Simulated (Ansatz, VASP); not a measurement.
Co in VASP and in Ansatz

```
CELL_PARAMETERS angstrom
-1.37612 1.37612 1.37612
1.37612 -1.37612 1.37612
1.37612 1.37612 -1.37612
ATOMIC_POSITIONS crystal
Co 0.00000 0.00000 0.00000
```

Alike in both runs: task single point; functional PBE; k mesh 20 × 20 × 20; occupations gaussian, width 0.1 eV; collinear spin.

```csv
,VASP,Ansatz
version,VASP 6.6.1,Ansatz 0.2.0
potentials or method,"VASP PAW PBE potentials, release 64 (Co), cutoff 520 eV","scalar-relativistic, plane waves, PAW"
valence electrons in the cell,9,17
```

|  | VASP | Ansatz | Ansatz less VASP |
| --- | --- | --- | --- |
| gap on the k mesh at the Fermi level (eV) | none | none | - |
| pressure (GPa) | 13.4 | 14.6 | +1.21 |
| net moment per atom (μB) | 1.69 | 1.70 | +0.010 |
| size of the moment on the site where the two differ most (μB) | 1.70 | 1.76 | +0.059 |

Site moments also hang on the region over which each program counts them. A gap of «none» marks a metal or a gap that the smearing closes. VASP's potentials hold 9 valence electrons a cell and Ansatz's 17, so a difference there can come from the potentials and not from the codes.
